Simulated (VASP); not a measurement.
Hg: single point with PBE

The system is Hg.

```
CELL_PARAMETERS angstrom
3.09361 0.00000 0.00000
0.00000 3.09361 0.00000
0.00000 0.00000 3.09361
ATOMIC_POSITIONS crystal
Hg 0.00000 0.00000 0.00000
```

```yaml
Program: VASP 6.6.1
Task: single point
Functional: PBE
Potentials_or_basis: VASP PAW PBE potentials, release 64 (Hg)
Cutoff: 520 eV
k_mesh: 12 × 12 × 12
Occupations: fermi-dirac, width 0.05 eV
Spin: no spin polarisation
Dipole_correction: no
Further_INCAR_settings: ALGO = Normal; EDIFF = 1e-06; NBANDS = 12
```

```yaml
Pressure: 0.1 GPa
Band_gap_on_the_k_mesh: zero (bands 6 and 7 overlap by 5.07 eV)
```

Levels at points of the mesh, in eV from the Fermi level:
```
           k point  band 4  band 5  band 6  band 7  band 8  band 9
(0.00, 0.00, 0.00)   -5.93   -5.93   -5.93    9.50    9.50    9.50
(0.50, 0.00, 0.00)   -6.47   -5.88   -2.96   -1.38   12.94   12.94
(0.50, 0.50, 0.00)   -6.38   -5.42    0.17    1.54    1.54    7.03
(0.50, 0.50, 0.50)   -5.38   -5.38    3.69    4.50    4.50    4.50
```

It took 5.8 s on 1 thread of Intel(R) Xeon(R) 6975P-C (Granite Rapids) (shared host), peak memory 0.16 GiB.

Caveat: spin-orbit coupling is left out, which moves the levels of the heavy elements.
